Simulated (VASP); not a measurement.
SnO2, 6 atoms in the cell. Symmetry: P6_3/mmc, No. 194, hexagonal system. Conventional cell: a = 3.123 Å, b = 3.123 Å, c = 10.050 Å, α = 90.00°, β = 90.00°, γ = 120.00°. Sn (site symmetry -3m) has 6 O at 2.06 Å within 2.7 Å. Within 2.7 Å of O (site symmetry 3m) lie 3 Sn at 2.06 Å and 3 O at 2.67 Å. 

```yaml
Program: VASP 6.6.1
Task: single point
Functional: PBE
Dispersion: D3(BJ)
Potentials_or_basis: VASP PAW PBE potentials, release 64 (Sn_d, O)
Cutoff: 520 eV
k_mesh: 12 × 12 × 4
Occupations: gaussian, width 0.05 eV
Spin: no spin polarisation
Dipole_correction: no
Further_INCAR_settings: ALGO = Normal; EDIFF = 1e-06; NBANDS = 35
```

Potentials or basis: VASP PAW PBE potentials, release 64 (Sn_d, O).

Run with:

```console
$ cat potpaw_PBE.64/Sn_d/POTCAR potpaw_PBE.64/O/POTCAR > POTCAR
$ mpirun -np 1 vasp_std > vasp.out
```

Hardware: 1 thread of Intel(R) Xeon(R) 6975P-C (Granite Rapids), with other jobs on the host.

Task: How long does it take, and how much memory?

Result: Run time: 87 s on 1 thread of Intel(R) Xeon(R) 6975P-C (Granite Rapids) (shared host), peak memory 0.29 GiB. Counts: scf iterations 13, k points 57.
